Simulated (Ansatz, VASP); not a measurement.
## ZrB: VASP beside Ansatz

File INCAR:

```
SYSTEM = ZrB
ALGO = Normal
EDIFF = 1E-6
ENCUT = 520
ISIF = 2
ISMEAR = 0
LASPH = .TRUE.
LCHARG = .FALSE.
LREAL = .FALSE.
LWAVE = .FALSE.
NBANDS = 14
NELM = 60
PREC = Accurate
SIGMA = 0.15
```

File KPOINTS:

```
k-points
0
G
  16 16 16
  0 0 0
```

Contents of POSCAR:

```
ZrB
1.0
    0.0000000000      2.4153850465      2.4153850465
    2.3025865648      0.0000000000      2.4153850465
    2.3025865648      2.4153850465      0.0000000000
Zr B
1 1
Direct
    0.0000000000      0.0000000000      0.0000000000
    0.5000000000      0.5000000000      0.5000000000
```

Input for Ansatz:

```yaml
crystal:
  lattice:
    - [0.0, 2.4153850465, 2.4153850465]
    - [2.3025865648, 0.0, 2.4153850465]
    - [2.3025865648, 2.4153850465, 0.0]
  atoms:
    - { symbol: Zr, position: [0.0, 0.0, 0.0] }
    - { symbol: B, position: [0.5, 0.5, 0.5] }
basis:
  ecutwfc: 520.0
kpoints:
  mp_grid: { grid: [16, 16, 16] }
hamiltonian:
  xc: lda
scf:
  occupations: { method: gaussian, width: 0.15 }
output:
  forces: true
  stress: true
  eigenvalues: true
```

Change from the starting cell: normal strain along x -0.0467, normal strain along z +0.0000.

Alike in both runs: task single point; functional LDA; k mesh 16 × 16 × 16; occupations gaussian, width 0.15 eV; no spin polarisation.

|  | VASP | Ansatz |
| --- | --- | --- |
| version | VASP 6.6.1 | Ansatz 0.2.0 |
| potentials or method | VASP PAW LDA potentials, release 64 (Zr_sv, B), cutoff 520 eV | scalar-relativistic, plane waves, PAW |
| valence electrons in the cell | 15 | 15 |

Ansatz gave:

```
gap on the k mesh at the Fermi level (eV)                     : none
pressure (GPa)                                                : 9.9
traceless stress, the component that is largest in VASP (GPa) : 12.66
```

Problem. What did VASP give for the same quantities?

Solution. gap on the k mesh at the Fermi level (eV): none; pressure (GPa): 10.3; traceless stress, the component that is largest in VASP (GPa): 12.70.

LDA's correlation is that of Perdew and Zunger in VASP and of Perdew and Wang (1992) in Ansatz. A gap of «none» marks a metal or a gap that the smearing closes.
